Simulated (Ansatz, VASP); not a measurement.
# One calculation of CaO, two programs

```
Ca O
1.0
     0.00000    2.25308    2.54696
     2.25308    0.00000    2.54696
     2.25308    2.25308    0.00000
Ca O
1 1
Direct
  0.00000 0.00000 0.00000
  0.50000 0.50000 0.50000
```

Change from the starting cell: strain -0.080 along x and y, +0.040 along z, atoms carried along.

Alike in both runs: task single point; functional r2SCAN; k mesh 8 × 8 × 8; occupations gaussian, width 0.05 eV; no spin polarisation.

```csv
,VASP,Ansatz
version,VASP 6.6.1,Ansatz 0.2.0
potentials or method,"VASP PAW PBE potentials, release 64 (Ca_sv, O), cutoff 520 eV","scalar-relativistic, plane waves, PAW"
valence electrons in the cell,16,16
```

```tsv
	VASP	Ansatz	Ansatz less VASP
gap on the k mesh at the Fermi level (eV)	3.98	4.01	+0.025
least direct gap on the mesh (eV)	4.36	4.39	+0.030
pressure (GPa)	14.5	13.0	-1.55
traceless stress, the component that is largest in VASP (GPa)	-18.30	-17.23	+1.071
```

VASP's potentials were made for PBE, not for r2SCAN.
